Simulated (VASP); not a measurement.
Here is a VASP 6.6.1 calculation.

Contents of INCAR:

```
ALGO     = Normal         # electronic algorithm
EDIFF    = 1E-7           # SCF threshold, eV
ENCUT    = 520            # plane-wave cutoff, eV
GGA      = PE             # functional
ISIF     = 2              # what is computed and relaxed
ISMEAR   = -1             # smearing method
LASPH    = True           # aspherical terms in the spheres
LCHARG   = True           # write CHGCAR
LELF     = True           # ELF
LREAL    = False          # projectors in reciprocal space
LVHAR    = True         
LWAVE    = False          # write WAVECAR
NBANDS   = 11             # bands
NELM     = 100            # most SCF steps
PREC     = Accurate       # precision mode
SIGMA    = 0.1            # smearing width, eV
```

KPOINTS

```
k-points
0
Gamma
  14 14 14
```

Contents of POSCAR:

```
Be2Si
1.0
    0.0000000000      2.6400000000      2.6400000000
    2.6400000000      0.0000000000      2.6400000000
    2.6400000000      2.6400000000      0.0000000000
Si Be
1 2
Direct
    0.0000000000      0.0000000000      0.0000000000
    0.2500000000      0.2500000000      0.2500000000
    0.7500000000      0.7500000000      0.7500000000
```

Potentials or basis: VASP PAW PBE potentials, release 64 (Si, Be).

Run with:

```bash
$ cat potpaw_PBE.64/Si/POTCAR potpaw_PBE.64/Be/POTCAR > POTCAR
$ mpirun -np 1 vasp_std > vasp.out
```

**Question.** Predict the band gap on the k mesh.

**Answer.** Zero (bands 4 and 5 overlap by 0.83 eV).

**Question.** What does it give for the pressure?

**Answer.** 0.3 GPa.
